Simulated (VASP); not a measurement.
Set up this calculation in VASP 6.6.1, as the native input.

```yaml
Task: single point
Functional: r2SCAN
Potentials_or_basis: VASP PAW PBE potentials, release 64 (Si, Ge_d)
Cutoff: 520 eV
k_mesh: 6 × 6 × 4
Occupations: gaussian, width 0.01 eV
Spin: no spin polarisation
Dipole_correction: no
Further_INCAR_settings: ALGO = Normal; EDIFF = 1e-07; NBANDS = 31
```

The system is SiGe3.

```
Si Ge
1.0
     4.00922    0.00000    0.00000
     0.00000    4.00922    0.00000
     0.00000    0.00000    5.64934
Si Ge
1 3
Direct
  0.00000 0.00000 0.00000
  0.00000 0.50000 0.24429
  0.50000 0.50000 0.50000
  0.50000 0.00000 0.75571
```

This cell differs from its parent crystal: volume changed by +3%.

These files were run (other wordings do the same):

POSCAR

```
SiGe3
1.0
    4.0092162776      0.0000000000      0.0000000000
    0.0000000000      4.0092162776      0.0000000000
    0.0000000000      0.0000000000      5.6493439990
Si Ge
1 3
Direct
    0.0000000000      0.0000000000      0.0000000000
    0.0000000000      0.5000000000      0.2442925744
    0.5000000000      0.5000000000      0.5000000000
    0.5000000000      0.0000000000      0.7557074256
```

INCAR.step1

```
SYSTEM = SiGe3
PREC = Accurate
ENCUT = 520
ISMEAR = 0
SIGMA = 0.01
LREAL = .False.
LASPH = .True.
NELM = 60
NBANDS = 31
GGA = PE
ALGO = Normal
EDIFF = 1E-4
LWAVE = .True.
LCHARG = .False.
```

INCAR.step2

```
SYSTEM = SiGe3
PREC = Accurate
ENCUT = 520
EDIFF = 1E-7
ISMEAR = 0
SIGMA = 0.01
LREAL = .False.
LASPH = .True.
NELM = 60
ALGO = Normal
ISIF = 2
LWAVE = .False.
LCHARG = .False.
METAGGA = R2SCAN
LMIXTAU = .True.
NBANDS = 31
ISTART = 1
```

KPOINTS

```
Automatic mesh
0
Gamma
  6 6 4
  0 0 0
```

Potentials or basis: VASP PAW PBE potentials, release 64 (Si, Ge_d).

Run with:

```bash
$ cat potpaw_PBE.64/Si/POTCAR potpaw_PBE.64/Ge_d/POTCAR > POTCAR
$ cp INCAR.step1 INCAR
$ mpirun -np 1 vasp_std > vasp.out
$ cp INCAR.step2 INCAR
$ mpirun -np 1 vasp_std > vasp.out
```

Results of the run:

```yaml
Pressure: -2.2 GPa
Largest_force: 0.008 eV/Å
Band_gap_on_the_k_mesh: 0.46 eV, indirect (least direct gap 0.83 eV)
```

Caveat: the PAW data sets were made with another functional, which shifts forces and pressure a little.

It took 3.5 min on 1 thread of Intel(R) Xeon(R) Platinum 8488C (Sapphire Rapids), with other jobs on the host, peak memory 0.23 GiB.
